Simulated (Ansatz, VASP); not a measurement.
Sn2TeSe in VASP and in Ansatz

```
Se Te Sn
1.0
     2.19119    1.26508    7.12420
    -2.19119    1.26508    7.12420
     0.00000   -2.53016    7.12420
Se Te Sn
1 1 2
Direct
  0.00000 0.00000 0.00000
  0.50000 0.50000 0.50000
  0.25553 0.25553 0.25553
  0.74447 0.74447 0.74447
```

Alike in both runs: task single point; functional PBE; k mesh 8 × 8 × 8; occupations fermi-dirac, width 0.02 eV; no spin polarisation.

|  | VASP | Ansatz |
| --- | --- | --- |
| version | VASP 6.6.1 | Ansatz 0.2.0 |
| potentials or method | VASP PAW PBE potentials, release 64 (Se, Te, Sn_d) | plane waves, PAW |
| plane-wave cutoff (eV) | 520 | 420 |
| valence electrons in the cell | 40 | 60 |

|  | VASP | Ansatz | Ansatz less VASP |
| --- | --- | --- | --- |
| pressure (GPa) | 0.9 | 1.0 | +0.02 |
| rms of the force components (eV/Å) | 0.004 | 0.004 | +0.0001 |

Atom by atom the forces differ by 0.000 eV/Å (rms over components). With one functional, cell and mesh, what is left measures potentials, basis and numerics. VASP's potentials hold 40 valence electrons a cell and Ansatz's 60, so a difference there can come from the potentials and not from the codes.

Spin-orbit coupling is off throughout.
